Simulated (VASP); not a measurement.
# BeTe2 (Ibam) in VASP: single point with r2SCAN

Aim: the single point of BeTe2 with r2SCAN.

All numbers are computed with VASP 6.6.1; they aren't measurements. Logs are shortened: lines on timing, memory, paths and dates and some standing lists are left out, and cuts for length are marked.

## (1) The cell of the first run

Symmetry: Ibam, No. 72, orthorhombic system. Conventional cell: a = 5.555 Å, b = 10.434 Å, c = 5.565 Å, α = 90.00°, β = 90.00°, γ = 90.00°. Within 2.9 Å of Te (site symmetry m) lie 2 Be at 2.23 Å. Within 2.9 Å of Be (site symmetry 222) lie 4 Te at 2.23 Å and 2 Be at 2.78 Å.

## (2) Single point, r2SCAN

Input file POSCAR:

```
BeTe2
1.0
    0.0000000000      0.0000000000      5.5647090000
    5.5554880000      0.0000000000      0.0000000000
    2.7777440000      5.2170880000     -2.7823550000
Te Be
4 2
Direct
    0.1181100000      0.1032000000      0.2362200000
    0.8818900000      0.8968000000      0.7637800000
    0.3818900000      0.3394200000      0.7637800000
    0.6181100000      0.6605800000      0.2362200000
    0.2500000000      0.0000000000      0.0000000000
    0.7500000000      0.0000000000      0.0000000000
```

Input file INCAR.step1:

```
  ALGO = Normal
  EDIFF = 1E-4
  ENCUT = 520
  GGA = PE
  ISMEAR = -1
  LASPH = True
  LCHARG = False
  LREAL = False
  LWAVE = True
  NBANDS = 23
  NELM = 100
  PREC = Accurate
  SIGMA = 0.1
```

Input file INCAR.step2:

```
  ALGO = Normal
  EDIFF = 1E-7
  ENCUT = 520
  ISIF = 2
  ISMEAR = -1
  ISTART = 1
  LASPH = True
  LCHARG = True
  LELF = True
  LMIXTAU = True
  LREAL = False
  LVHAR = True
  LWAVE = False
  METAGGA = R2SCAN
  NBANDS = 23
  NELM = 100
  PREC = Accurate
  SIGMA = 0.1
```

Input file KPOINTS:

```
k-points
0
Gamma
  7 7 7
```

Potentials or basis: VASP PAW PBE potentials, release 64 (Te, Be).

Launch:

```
> cat potpaw_PBE.64/Te/POTCAR potpaw_PBE.64/Be/POTCAR > POTCAR
> cp INCAR.step1 INCAR
> mpirun -np 1 vasp_std > vasp.out
> cp INCAR.step2 INCAR
> mpirun -np 1 vasp_std > vasp.out
```

OUTCAR:

```text
EDIFF = 1E-7
   ENCUT = 520
   ISIF = 2
   ISMEAR = -1
   ISTART = 1
   LASPH = True
   LREAL = False
   METAGGA = R2SCAN
   NELM = 100
   PREC = Accurate

 ion  position               nearest neighbor table
   1  0.118  0.103  0.236-   6 2.23   5 2.23   2 3.48
   2  0.882  0.897  0.764-   5 2.23   6 2.23   1 3.48
   3  0.382  0.339  0.764-   6 2.23   5 2.23   4 3.48
   4  0.618  0.661  0.236-   5 2.23   6 2.23   3 3.48
   5  0.250  0.000  0.000-   4 2.23   2 2.23   3 2.23   1 2.23
   6  0.750  0.000  0.000-   3 2.23   1 2.23   4 2.23   2 2.23

  LATTYP: Found a body centered orthorhombic cell.
 ALAT       =     5.5554880000
 B/A-ratio  =     1.0016598002
 C/A-ratio  =     1.8781745186

  Lattice vectors:

 A1 = (  -2.7777440000,  -5.2170880000,   2.7823550000)
 A2 = (   2.7777440000,  -5.2170880000,  -2.7823540000)
 A3 = (   2.7777440000,   5.2170880000,   2.7823540000)

Analysis of symmetry for initial positions (statically):
=====================================================================
 Subroutine PRICEL returns:
 Original cell was already a primitive cell.

 Routine SETGRP: Setting up the symmetry group for a
 body centered orthorhombic supercell.

 Subroutine GETGRP returns: Found  8 space group operations
 (whereof  4 operations were pure point group operations)
 out of a pool of  8 trial point group operations.

The static configuration has the point symmetry C_2h.
 The point group associated with its full space group is D_2h.

Analysis of symmetry for dynamics (positions and initial velocities):
=====================================================================
 Subroutine PRICEL returns:
 Original cell was already a primitive cell.

 Routine SETGRP: Setting up the symmetry group for a
 body centered orthorhombic supercell.

 Subroutine GETGRP returns: Found  8 space group operations
 (whereof  4 operations were pure point group operations)
 out of a pool of  8 trial point group operations.

The dynamic configuration has the point symmetry C_2h.
 The point group associated with its full space group is D_2h.

 Subroutine INISYM returns: Found  8 space group operations
 (whereof  4 operations are pure point group operations),
 and found     1 'primitive' translations

----------------------------------------------------------------------------------------

                                     Primitive cell

  volume of cell :     161.2846

[... 94 lines left out ...]
   ENCUT  =  520.0 eV  38.22 Ry    6.18 a.u.  10.35 10.33 12.15*2*pi/ulx,y,z
   NELM   =    100;   NELMIN=  2; NELMDL=  0     # of ELM steps
   EDIFF  = 0.1E-06   stopping-criterion for ELM
   LREAL  =      F    real-space projection
   EDIFFG = 0.1E-05   stopping-criterion for IOM
   NSW    =      0    number of steps for IOM
   IBRION =     -1    ionic relax: 0-MD 1-quasi-New 2-CG
   NFREE  =      0    steps in history (QN), initial steepest desc. (CG)
   ISIF   =      2    stress and relaxation
   ISYM   =      2    0-nonsym 1-usesym 2-fastsym
   POTIM  = 0.5000    time-step for ionic-motion
   TEBEG  =    0.0;   TEEND  =   0.0 temperature during run
   PSTRESS=    0.0 pullay stress
   NELECT =      28.0000    total number of electrons
   NUPDOWN=      -1.0000    fix difference up-down
   EMIN   =  10.00;   EMAX   =-10.00  energy-range for DOS
   EFERMI =   0.00;   METHOD = LEGACY
   ISMEAR =    -1;   SIGMA  =   0.10  broadening in eV -4-tet -1-fermi 0-gaus
   EFERMI_NEDOS =   21; number of points for ismear=-14 and -15
   IALGO  =     38    algorithm
   IMIX   =      4    mixing-type and parameters
     AMIX     =   0.40;   BMIX     =  1.00
     AMIX_MAG =   1.60;   BMIX_MAG =  1.00
  volume/ion in A,a.u.               =      26.88       181.40
  Fermi-wavevector in a.u.,A,eV,Ry     =   0.913264  1.725820 11.347966  0.834052
  Thomas-Fermi vector in A             =   2.037756
   LORBIT       =      0    0 simple, 1 ext, 2 COOP (PROOUT), +10 PAW based schemes
   METAGGA = R2SCAN    functional components
   LHFCALC =     F    Hartree Fock is set to
   AEXX    =    0.0000 exact exchange contribution
   IVDW    =     0    specifies the selected vdW correction
   LEPSILON=     F    determine dielectric tensor
   LRPA    =     F    only Hartree local field effects (RPA)
 non-spin polarized calculation
  energy-cutoff  :      520.00
  volume of cell :      161.28
 maximum number of plane-waves:      4384
 NGX is ok and might be reduce to    42
   NGX = 21   NGY = 21   NGZ = 25

 number of electron      27.9999999 magnetization

 Free energy of the ion-electron system (eV)
  ---------------------------------------------------
  ext. energy  EPLUGINS =         0.00000000
  ---------------------------------------------------
  free energy    TOTEN  =      -108.44312192 eV

  energy without entropy =     -108.28685947  energy(sigma->0) =     -108.36499069

 E-fermi :   4.4814     XC(G=0):  -9.2958

 val. band max:        4.4669393568   @ k =   0.1429  -0.1429   0.2857
 cond. band min:       4.4891139363   @ k =   0.0000   0.0000   0.4286
 fundamental gap:      0.0221745795
 Fermi energy:         4.4814102671

 k-point     1 :       0.0000    0.0000    0.0000
  band No.  band energies     occupation
      1      -8.6169      2.00000
      2      -6.3897      2.00000
      3      -6.0758      2.00000
      4      -5.9619      2.00000
      5      -0.4341      2.00000
      6      -0.1642      2.00000
[... 613 lines left out ...]
     22      11.3561      0.00000
     23      11.6953      0.00000

 [... further k-points ...]
[... 5 lines left out ...]
  --------------------------------------------------------------------------------------
  -------------------------------------------------------------------------------------
  Total        7.3584030      7.9467399      9.7448439      0.0000000     -0.0000008      0.0000000
  in kB       73.0972964     78.9417492     96.8038514      0.0000000     -0.0000076      0.0000000
  external PRESSURE =      82.9476323 kB  Pullay stress =       0.0000000 kB

 VOLUME and BASIS-vectors are now :
 -----------------------------------------------------------------------------
  energy-cutoff  :      520.00
  volume of cell :      161.28
      direct lattice vectors                 reciprocal lattice vectors
     0.000000000  0.000000000  5.564709000     0.000000000  0.095838922  0.179703916
     5.555488000  0.000000000  0.000000000     0.180002189 -0.095838905  0.000000000
     2.777744000  5.217088000 -2.782355000     0.000000000  0.191677810  0.000000000

 POSITION                                       TOTAL-FORCE (eV/Angst)
 -----------------------------------------------------------------------------------
      1.22949      1.23238     -0.00000         2.161427      1.775849     -0.000000
      7.10375      3.98471      2.78235        -2.161427     -1.775849      0.000000
      4.00723      3.98471     -0.00000         2.161427     -1.775849      0.000000
      4.32600      1.23238      2.78235        -2.161427      1.775849     -0.000000
      0.00000      0.00000      1.39118        -0.000000     -0.000000      0.000000
      0.00000      0.00000      4.17353        -0.000000     -0.000000      0.000000
 -----------------------------------------------------------------------------------
    total drift:                               -0.000000      0.000000     -0.000000

  FREE ENERGIE OF THE ION-ELECTRON SYSTEM (eV)
  ---------------------------------------------------
  free  energy   TOTEN  =      -108.4431219162 eV

  energy  without entropy=     -108.2868594730  energy(sigma->0) =     -108.36499069
```

OUTCAR.step1:

```text
EDIFF = 1E-4
   ENCUT = 520
   GGA = PE
   ISMEAR = -1
   LASPH = True
   LREAL = False
[... 863 lines left out ...]
      4.32600      1.23238      2.78235        -2.129211      1.787104     -0.000000
      0.00000      0.00000      1.39118        -0.000000      0.000000      0.000000
      0.00000      0.00000      4.17353        -0.000000      0.000000     -0.000000
 -----------------------------------------------------------------------------------
    total drift:                               -0.000000      0.000000     -0.000000

  FREE ENERGIE OF THE ION-ELECTRON SYSTEM (eV)
  ---------------------------------------------------
  free  energy   TOTEN  =       -18.0770738994 eV

  energy  without entropy=      -17.9159981295  energy(sigma->0) =      -17.99653601
```

Run time: 7.9 min. Hardware: 1 thread of Intel Xeon 6975P-C (Granite Rapids), shared host; peak memory 0.44 GiB.

Results:

| Property | Result |
| --- | --- |
| Free energy | -108.4431 eV |
| Pressure | 8.3 GPa |
| Largest force | 2.797 eV/Å |
| Band gap on the k mesh | zero (band 14 reaches 5.34 eV, above the bottom of band 15 at 4.34 eV) |

Forces on the atoms (eV/Å):
```
Te   2.161  1.776  0.000
Te  -2.161 -1.776  0.000
Te   2.161 -1.776  0.000
Te  -2.161  1.776  0.000
Be   0.000  0.000  0.000
Be   0.000  0.000  0.000
```

Levels at points of the mesh, in eV from the Fermi level:
```
           k point  band 11  band 12  band 13  band 14  band 15  band 16  band 17  band 18
(0.00, 0.00, 0.00)    -2.47    -2.43    -0.52     0.86     1.08     1.10     3.48     4.70
```

Caveat: the PAW data sets were made with another functional, which shifts forces and pressure a little; spin-orbit coupling is left out, which moves the levels of the heavy elements.
